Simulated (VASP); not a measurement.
Crystal: GaN.

```
CELL_PARAMETERS angstrom
3.18000 0.00000 0.00000
-1.59000 2.75396 0.00000
0.00000 0.00000 5.16600
ATOMIC_POSITIONS crystal
Ga 0.33333 0.66667 0.00000
Ga 0.66667 0.33333 0.50000
N 0.33333 0.66667 0.37500
N 0.66667 0.33333 0.87500
```

| Property | Result |
| --- | --- |
| Program | VASP 6.6.1 |
| Task | relaxation of cell and atoms |
| Functional | RPBE |
| Potentials or basis | VASP PAW PBE potentials, release 64 (Ga_d, N) |
| Cutoff | 600 eV |
| k mesh | 12 × 12 × 4 |
| Occupations | gaussian, width 0.01 eV |
| Spin | no spin polarisation |

At the start: pressure 11.1 GPa; volume 11.31 Å³/atom.

**Question.** Where does the relaxation end?

**Answer.** Over 10 steps the energy falls by 24.0 meV/atom and the volume is 12.03 Å³/atom (+6.3 %); space group P6_3mc (No. 186, to 0.05 Å).

The path:
| step | energy change (eV) | largest force (eV/Å) | pressure (GPa) | volume (Å³) |
| --- | --- | --- | --- | --- |
| 1 | 0.0000 | 0.1384 | 11.14 | 45.24 |
| 2 | -0.0374 | 0.0462 | -7.14 | 50.59 |
| 3 | -0.0959 | 0.0117 | -0.03 | 48.12 |
| 4 | -0.0959 | 0.0137 | 0.12 | 48.07 |
| 5 | -0.0959 | 0.0085 | 0.13 | 48.07 |
| 6 | -0.0959 | 0.0052 | 0.12 | 48.07 |
| 7 | -0.0960 | 0.0027 | -0.07 | 48.13 |
| 8 | -0.0960 | 0.0015 | 0.10 | 48.10 |
| 9 | -0.0960 | 0.0012 | -0.12 | 48.12 |
| 10 | -0.0960 | 0.0009 | -0.03 | 48.11 |

Final structure:
```
Ga N
1.0
     3.24300    0.00000    0.00000
    -1.62150    2.80852    0.00000
     0.00000    0.00000    5.28237
Ga N
2 2
Direct
  0.33333 0.66667 0.99907
  0.66667 0.33333 0.49907
  0.33333 0.66667 0.37593
  0.66667 0.33333 0.87593
```

Caveat: the PAW data sets were made with another functional, which shifts forces and pressure a little.
